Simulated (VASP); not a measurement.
# SiGe4 in VASP: further runs, part 2 of 2

VASP 6.6.1.

## (4) Single point, LDA

Input file INCAR:

```
SYSTEM = SiGe4
PREC     = Accurate       ! precision mode
ENCUT    = 520            ! plane-wave cutoff, eV
EDIFF    = 1E-6           ! SCF threshold, eV
ISMEAR   = 0              ! smearing method
SIGMA    = 0.1            ! smearing width, eV
LREAL    = .False.        ! projectors in reciprocal space
LASPH    = .True.         ! aspherical terms in the spheres
NELM     = 60             ! most SCF steps
ALGO     = Normal         ! electronic algorithm
ISIF     = 2              ! what is computed and relaxed
LWAVE    = .False.        ! write WAVECAR
LCHARG   = .True.         ! write CHGCAR
LDIPOL   = .True.       
IDIPOL   = 3            
DIPOL    = 0.5 0.5 0.349
LELF     = .True.         ! ELF
LVHAR    = .True.       
LVACPOTAV= .True.       
NBANDS   = 38             ! bands
```

Input file KPOINTS:

```
regular mesh
0
Gamma
  9 9 1
  0 0 0
```

Input file POSCAR:

```
SiGe4
1.0
    3.9749475856      0.0000000000      0.0000000000
   -1.9874737928      3.4424055879      0.0000000000
    0.0000000000      0.0000000000     19.6181517136
Ge Si
4 1
Direct
    0.3333333333      0.6666666667      0.2038928059
    0.0000000000      0.0000000000      0.2452515838
    0.0000000000      0.0000000000      0.3764881450
    0.6666666667      0.3333333333      0.4138081830
    0.8333333333      1.0000000000      0.5047078922
```

Potentials or basis: VASP PAW LDA potentials, release 64 (Ge_d, Si).

Launch:

```bash
cat potpaw_LDA.64/Ge_d/POTCAR potpaw_LDA.64/Si/POTCAR > POTCAR
mpirun -np 1 vasp_std > vasp.out
```

OUTCAR:

```text
SYSTEM = SiGe4
   PREC = Accurate
   ENCUT = 520
   EDIFF = 1E-6
   ISMEAR = 0
   LREAL = .False.
   LASPH = .True.
   NELM = 60
   ISIF = 2

 ion  position               nearest neighbor table
   1  0.333  0.667  0.204-   2 2.43   2 2.43   2 2.43
   2  0.000  0.000  0.245-   1 2.43   1 2.43   1 2.43   3 2.57
   3  0.000  0.000  0.376-   4 2.41   4 2.41   4 2.41   2 2.57   5 2.60
   4  0.667  0.333  0.414-   3 2.41   3 2.41   3 2.41   5 2.50   5 2.98
   5  0.833  0.000  0.505-   4 2.50   3 2.60   4 2.98

  LATTYP: Found a hexagonal cell.
 ALAT       =     3.9749475856
 C/A-ratio  =     4.9354491578

  Lattice vectors:

 A1 = (   3.9749475856,   0.0000000000,   0.0000000000)
 A2 = (  -1.9874737928,   3.4424055879,   0.0000000000)
 A3 = (   0.0000000000,   0.0000000000,  19.6181517136)

Analysis of symmetry for initial positions (statically):
=====================================================================
 Subroutine PRICEL returns:
 Original cell was already a primitive cell.

 Routine SETGRP: Setting up the symmetry group for a
 hexagonal supercell.

 Subroutine GETGRP returns: Found  1 space group operations
 (whereof  1 operations were pure point group operations)
 out of a pool of 24 trial point group operations.

The static configuration has the point symmetry C_1 .

Analysis of symmetry for dynamics (positions and initial velocities):
=====================================================================
 Subroutine PRICEL returns:
 Original cell was already a primitive cell.

 Routine SETGRP: Setting up the symmetry group for a
 hexagonal supercell.

 Subroutine GETGRP returns: Found  1 space group operations
 (whereof  1 operations were pure point group operations)
 out of a pool of 24 trial point group operations.

The dynamic configuration has the point symmetry C_1 .

 Subroutine INISYM returns: Found  1 space group operations
 (whereof  1 operations are pure point group operations),
 and found     1 'primitive' translations

----------------------------------------------------------------------------------------

                                     Primitive cell

  volume of cell :     268.4427

  direct lattice vectors                    reciprocal lattice vectors
     3.974947586  0.000000000  0.000000000     0.251575644  0.145247266  0.000000000
    -1.987473793  3.442405588  0.000000000     0.000000000  0.290494532  0.000000000
     0.000000000  0.000000000 19.618151714     0.000000000  0.000000000  0.050973201

  length of vectors
     3.974947586  3.974947586 19.618151714     0.290494532  0.290494532  0.050973201

  position of ions in fractional coordinates (direct lattice)
     0.333333333  0.666666667  0.203892806
     0.000000000  0.000000000  0.245251584
     0.000000000  0.000000000  0.376488145
     0.666666667  0.333333333  0.413808183
     0.833333333  0.000000000  0.504707892

  ion indices of the primitive-cell ions
   primitive index   ion index
                 1           1
                 2           2
                 3           3
                 4           4
                 5           5

----------------------------------------------------------------------------------------

 KPOINTS: regular mesh

Automatic generation of k-mesh.
 Grid dimensions read from file:
[... 23 lines left out ...]
  0.111111 -0.000000  0.000000      2.000000
  0.000000  0.111111  0.000000      2.000000
 -0.111111  0.111111  0.000000      2.000000
  0.222222  0.000000  0.000000      2.000000
  0.000000  0.222222  0.000000      2.000000
[... 16 lines left out ...]
  0.333333  0.111111  0.000000      2.000000
 -0.111111  0.444444  0.000000      2.000000
 [... further k-points ...]
   k-points           NKPTS =     41   k-points in BZ     NKDIM =     41   number of bands    NBANDS=     38
   number of dos      NEDOS =    301   number of ions     NIONS =      5
   total plane-waves  NPLWV = 135000
   dimension x,y,z NGX =    30 NGY =   30 NGZ =  150
   dimension x,y,z NGXF=    60 NGYF=   60 NGZF=  300
   ions per type =               4   1
   NGX,Y,Z   is equivalent  to a cutoff of  12.55, 12.55, 12.71 a.u.
   NGXF,Y,Z  is equivalent  to a cutoff of  25.09, 25.09, 25.42 a.u.
 SYSTEM =  SiGe4
   PREC   = accura    normal or accurate (medium, high low for compatibility)
   ISTART =      0    job   : 0-new  1-cont  2-samecut
   ICHARG =      2    charge: 1-file 2-atom 10-const
   ISPIN  =      1    spin polarized calculation?
   LNONCOLLINEAR =      F non collinear calculations
   LSORBIT =      F    spin-orbit coupling
   LASPH  =      T    aspherical Exc in radial PAW
   ENCUT  =  520.0 eV  38.22 Ry    6.18 a.u.   7.39  7.39 36.48*2*pi/ulx,y,z
   NELM   =     60;   NELMIN=  2; NELMDL= -5     # of ELM steps
   EDIFF  = 0.1E-05   stopping-criterion for ELM
   LREAL  =      F    real-space projection
   EDIFFG = 0.1E-04   stopping-criterion for IOM
   NSW    =      0    number of steps for IOM
   IBRION =     -1    ionic relax: 0-MD 1-quasi-New 2-CG
   NFREE  =      0    steps in history (QN), initial steepest desc. (CG)
   ISIF   =      2    stress and relaxation
   ISYM   =      2    0-nonsym 1-usesym 2-fastsym
   POTIM  = 0.5000    time-step for ionic-motion
   TEBEG  =    0.0;   TEEND  =   0.0 temperature during run
   PSTRESS=    0.0 pullay stress
   NELECT =      60.0000    total number of electrons
   NUPDOWN=      -1.0000    fix difference up-down
   EMIN   =  10.00;   EMAX   =-10.00  energy-range for DOS
   EFERMI =   0.00;   METHOD = LEGACY
   ISMEAR =     0;   SIGMA  =   0.10  broadening in eV -4-tet -1-fermi 0-gaus
   EFERMI_NEDOS =   21; number of points for ismear=-14 and -15
   IALGO  =     38    algorithm
   IMIX   =      4    mixing-type and parameters
     AMIX     =   0.40;   BMIX     =  1.00
     AMIX_MAG =   1.60;   BMIX_MAG =  1.00
  volume/ion in A,a.u.               =      53.69       362.31
  Fermi-wavevector in a.u.,A,eV,Ry     =   0.993516  1.877472 13.429950  0.987073
  Thomas-Fermi vector in A             =   2.125403
   LORBIT       =      0    0 simple, 1 ext, 2 COOP (PROOUT), +10 PAW based schemes
   GGA     = CA    functional components
   LHFCALC =     F    Hartree Fock is set to
   AEXX    =    0.0000 exact exchange contribution
   IVDW    =     0    specifies the selected vdW correction
   LEPSILON=     F    determine dielectric tensor
   LRPA    =     F    only Hartree local field effects (RPA)
 non-spin polarized calculation
 Gauss-broadening in eV      SIGMA  =   0.10
  energy-cutoff  :      520.00
  volume of cell :      268.44
 maximum number of plane-waves:      7279
 NGX is ok and might be reduce to    30
   NGX = 15   NGY = 15   NGZ = 73

 dipolmoment           0.000000      0.000000      0.017535 electrons x Angstroem

 number of electron      60.0000056 magnetization

 dipolmoment           0.000000      0.000000     -0.030822 electrons x Angstroem

 Free energy of the ion-electron system (eV)
  ---------------------------------------------------
  ext. energy  EPLUGINS =         0.00000000
  ---------------------------------------------------
  free energy    TOTEN  =       -23.23544271 eV

  energy without entropy =      -23.22067062  energy(sigma->0) =      -23.22805666

 E-fermi :  -0.9541     XC(G=0):  -5.0051

 val. band max:       -0.9743355393   @ k =  -0.1111  -0.4444   0.0000
 cond. band min:      -0.9502280357   @ k =   0.3333   0.2222   0.0000
 fundamental gap:      0.0241075037
 Fermi energy:        -0.9541497712

 k-point     1 :       0.0000    0.0000    0.0000
  band No.  band energies     occupation
      1     -26.0490      2.00000
      2     -26.0272      2.00000
      3     -25.9629      2.00000
      4     -25.9574      2.00000
      5     -25.9035      2.00000
      6     -25.8268      2.00000
[... 973 lines left out ...]
     37       4.1579      0.00000
     38       4.9563      0.00000

 [... further k-points ...]
[... 5 lines left out ...]
  --------------------------------------------------------------------------------------
  -------------------------------------------------------------------------------------
  Total       -0.0884232     -1.6578119      0.6727626     -0.4830348      0.0589263      0.1883796
  in kB       -0.5277466     -9.8945104      4.0153267     -2.8829527      0.3516967      1.1243279
  external PRESSURE =      -2.1356434 kB  Pullay stress =       0.0000000 kB

 VOLUME and BASIS-vectors are now :
 -----------------------------------------------------------------------------
  energy-cutoff  :      520.00
  volume of cell :      268.44
      direct lattice vectors                 reciprocal lattice vectors
     3.974947586  0.000000000  0.000000000     0.251575644  0.145247266  0.000000000
    -1.987473793  3.442405588  0.000000000     0.000000000  0.290494532  0.000000000
     0.000000000  0.000000000 19.618151714     0.000000000  0.000000000  0.050973201

 POSITION                                       TOTAL-FORCE (eV/Angst)
 -----------------------------------------------------------------------------------
     -0.00000      2.29494      4.00000        -0.045215     -0.006880      0.146943
      0.00000      0.00000      4.81138        -0.045599      0.004594     -0.118852
      0.00000      0.00000      7.38600         0.379655     -0.074282     -1.232298
      1.98747      1.14747      8.11815        -0.361056      0.081420      1.197290
      3.31246      0.00000      9.90144         0.072215     -0.004851      0.006917
 -----------------------------------------------------------------------------------
    total drift:                               -0.000192     -0.000037     -0.000388

  FREE ENERGIE OF THE ION-ELECTRON SYSTEM (eV)
  ---------------------------------------------------
  free  energy   TOTEN  =       -23.2354427103 eV

  energy  without entropy=      -23.2206706196  energy(sigma->0) =      -23.22805666

 vacuum level on the upper side and lower side of the slab         3.794         4.202
```

Run time: 11 min. Hardware: 1 thread of Intel Xeon Platinum 8488C (Sapphire Rapids), shared host; peak memory 0.46 GiB.

What came out:

```
Free energy            : -23.2354 eV
Largest force          : 1.292 eV/Å
Band gap on the k mesh : zero (bands 30 and 31 overlap by 0.59 eV)
```

Forces on the atoms (eV/Å):
```
Ge  -0.045 -0.007  0.147
Ge  -0.046  0.005 -0.119
Ge   0.380 -0.074 -1.232
Ge  -0.361  0.081  1.197
Si   0.072 -0.005  0.007
```

Levels at points of the mesh, in eV from the Fermi level:
```tsv
k point	band 28	band 29	band 30	band 31	band 32	band 33
(0.00, 0.00, 0.00)	-0.90	-0.02	0.04	1.16	1.30	1.72
```

## (5) The runs side by side

| cell | gap on the mesh (eV) | largest force (eV/Å) |
| --- | --- | --- |
| as given, atomic positions A | none | 0.82 |
| as given, atomic positions B | none | 0.57 |
| as given, atomic positions C | none | 1.29 |

Alike in all rows: task single point; level LDA; potentials or basis VASP PAW LDA potentials, release 64 (Ge_d, Si); no spin polarisation; k mesh 9 × 9 × 1; cutoff (eV) 520; smearing gaussian 0.1 eV.

Total energies depend on the potentials used, so only differences within one code and one set of settings carry meaning.

The gap in the log of VASP goes by the Fermi energy; the results here count the filled bands.